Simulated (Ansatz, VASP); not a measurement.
**CoO: VASP beside Ansatz**

INCAR

```
  ALGO = Normal
  EDIFF = 1E-6
  ENCUT = 520
  GGA = PS
  ISIF = 2
  ISMEAR = -1
  ISPIN = 2
  LASPH = True
  LCHARG = False
  LMAXMIX = 4
  LORBIT = 11
  LREAL = False
  LWAVE = False
  MAGMOM = 3.5 0
  NBANDS = 18
  NELM = 150
  PREC = Accurate
  SIGMA = 0.05
```

KPOINTS

```
k-points
0
Gamma
  11 11 11
```

The input POSCAR:

```
CoO
1.0
    1.5054695445      0.8691832468      2.4399269062
   -1.5054695445      0.8691832468      2.4399269062
    0.0000000000     -1.7383664936      2.4399269062
Co O
1 1
Direct
    0.0000000000      0.0000000000      0.0000000000
    0.5000000000      0.5000000000      0.5000000000
```

The input input.yaml:

```yaml
crystal:
  lattice:
    - [1.5054695445, 0.8691832468, 2.4399269062]
    - [-1.5054695445, 0.8691832468, 2.4399269062]
    - [0.0, -1.7383664936, 2.4399269062]
  atoms:
    - { symbol: Co, position: [0.0, 0.0, 0.0], spin: 3.5 }
    - { symbol: O, position: [0.5, 0.5, 0.5] }
hamiltonian:
  xc: pbesol
  pseudopotentials: { kind: paw }
magnetization:
  spin_polarized: true
kpoints:
  mp_grid: { grid: [11, 11, 11] }
scf:
  occupations: { method: fermi_dirac, width: 0.05 }
output:
  forces: true
  stress: true
  eigenvalues: true
```

Alike in both runs: task single point; functional PBEsol; k mesh 11 × 11 × 11; occupations fermi-dirac, width 0.05 eV; collinear spin.

```csv
,VASP,Ansatz
version,VASP 6.6.1,Ansatz 0.2.0
potentials or method,"VASP PAW PBE potentials, release 64 (Co, O)",Ansatz PAW
plane-wave cutoff (eV),520,420
valence electrons in the cell,15,23
```

VASP gave:

- gap on the k mesh at the Fermi level (eV): none
- pressure (GPa): -9.7
- traceless stress, the component that is largest in VASP (GPa): -0.21
- net moment per atom (μB): 1.46
- size of the moment on the site where the two differ most (μB): 2.55

Problem. What did Ansatz give for the same quantities?

Solution. gap on the k mesh at the Fermi level (eV): none; pressure (GPa): -9.1; traceless stress, the component that is largest in VASP (GPa): -0.24; net moment per atom (μB): 1.47; size of the moment on the site where the two differ most (μB): 2.49.

VASP's potentials were made for PBE, not for PBEsol. Site moments also hang on the region over which each program counts them. A gap of «none» marks a metal or a gap that the smearing closes. With one functional, cell and mesh, what is left measures potentials, basis and numerics. VASP's potentials hold 15 valence electrons a cell and Ansatz's 23, so a difference there can come from the potentials and not from the codes.
